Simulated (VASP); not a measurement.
Crystal: S.

```
CELL_PARAMETERS angstrom
2.08119 1.20157 3.85931
-2.08119 1.20157 3.85931
0.00000 -2.40315 3.85931
ATOMIC_POSITIONS crystal
S 0.22754 0.22754 0.22754
S 0.77246 0.77246 0.77246
```

```yaml
Program: VASP 6.6.1
Task: relaxation of cell and atoms
Functional: r2SCAN
Potentials_or_basis: VASP PAW PBE potentials, release 64 (S)
Cutoff: 600 eV
k_mesh: 6 × 6 × 6
Occupations: gaussian, width 0.1 eV
Spin: no spin polarisation
```

At the start: pressure -12.1 GPa; volume 28.95 Å³/atom.

Where does the relaxation end?

Over 25 steps the energy falls by 867.5 meV/atom and the volume is 17.01 Å³/atom (-41.3 %); space group R-3m (No. 166, to 0.1 Å) before, Pm-3m (No. 221, to 0.1 Å).

The path:
```csv
step,energy change (eV),largest force (eV/Å),pressure (GPa),volume (Å³)
1,0.0000,0.8413,-12.10,57.91
2,-1.0247,0.3669,-3.40,41.44
3,-1.0487,0.5944,-0.46,39.58
4,-1.2159,1.0357,-1.01,38.18
5,-1.4900,0.9307,0.30,35.05
6,-0.9471,0.1876,17.04,27.67
7,-1.4747,0.8142,2.70,33.79
8,-1.4801,0.8366,3.51,32.58
9,-1.5415,0.2184,-4.46,34.55
10,-1.5509,0.4024,-2.78,34.03
11,-1.6100,0.2124,0.53,32.79
12,-1.6107,0.1372,0.14,32.91
13,-1.6475,0.1530,1.16,32.87
14,-1.6799,0.1351,3.03,32.73
15,-1.7014,0.1186,6.01,32.18
16,-1.7157,0.0756,4.15,32.69
17,-1.7193,0.0096,1.41,33.52
18,-1.7208,0.0313,2.31,33.23
19,-1.7252,0.0334,1.93,33.36
20,-1.7334,0.0389,0.80,33.75
21,-1.7298,0.0423,-1.13,34.48
22,-1.7348,0.0424,-0.08,34.06
23,-1.7349,0.0417,0.10,33.99
24,-1.7349,0.0419,0.05,34.01
25,-1.7350,0.0254,0.05,34.02
```

Final structure:
```yaml
crystal:
  lattice:
    - [1.81940, 1.05043, 2.96675]
    - [-1.81940, 1.05043, 2.96675]
    - [0.00000, -2.10087, 2.96675]
  atoms:
    - { symbol: S, position: [0.25016, 0.25016, 0.25016] }
    - { symbol: S, position: [0.74984, 0.74984, 0.74984] }
```

Caveat: the volume moved by over 15 % at a fixed basis, so the end points are rough; the PAW data sets were made with another functional, which shifts forces and pressure a little.
